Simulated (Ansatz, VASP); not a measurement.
## One calculation of In, two programs

Contents of INCAR:

```
SYSTEM = In
PREC = Accurate
ENCUT = 520
EDIFF = 1E-6
ISMEAR = -1
SIGMA = 0.1
LREAL = .False.
LASPH = .True.
NELM = 100
ALGO = Normal
ISIF = 2
LWAVE = .False.
LCHARG = .False.
GGA = RP
NBANDS = 20
```

File KPOINTS:

```
regular mesh
0
Gamma
  9 9 9
  0 0 0
```

File POSCAR:

```
In
1.0
    0.0000000000      3.5673670806      3.5673670806
    3.5673670806      0.0000000000      3.5673670806
    3.5673670806      3.5673670806      0.0000000000
In
2
Direct
    0.1250000000      0.1250000000      0.1250000000
    0.8750000000      0.8750000000      0.8750000000
```

Input for Ansatz:

```yaml
crystal:
  lattice:
    - [0.0, 3.5673670806, 3.5673670806]
    - [3.5673670806, 0.0, 3.5673670806]
    - [3.5673670806, 3.5673670806, 0.0]
  atoms:
    - { symbol: In, position: [0.125, 0.125, 0.125] }
    - { symbol: In, position: [0.875, 0.875, 0.875] }
hamiltonian:
  xc: rpbe
  pseudopotentials:
    kind: paw
    azcp:
      In: "pseudopotentials/In.paw.azcp"
basis:
  ecutwfc: 420
  fft_grid_basis: typed
kpoints:
  mp_grid: { grid: [9, 9, 9], shift: [0, 0, 0] }
magnetization:
  spin_polarized: false
scf:
  occupations: { method: fermi_dirac, width: 0.1 }
  lower_state_search: "off"
output:
  stress: true
  write_density: true
  write_potential: true
  elf: true
  volumetric_format: npy
```

Alike in both runs: task single point; functional RPBE; k mesh 9 × 9 × 9; occupations fermi-dirac, width 0.1 eV; no spin polarisation.

|  | VASP | Ansatz |
| --- | --- | --- |
| version | VASP 6.6.1 | Ansatz 0.2.0 |
| potentials or method | VASP PAW PBE potentials, release 64 (In_d), cutoff 520 eV | plane waves (420 eV) with PAW, scalar-relativistic |
| valence electrons in the cell | 26 | 26 |

```tsv
	VASP	Ansatz	Ansatz less VASP
pressure (GPa)	-1.3	-1.3	+0.02
```

VASP's potentials were made for PBE, not for RPBE.
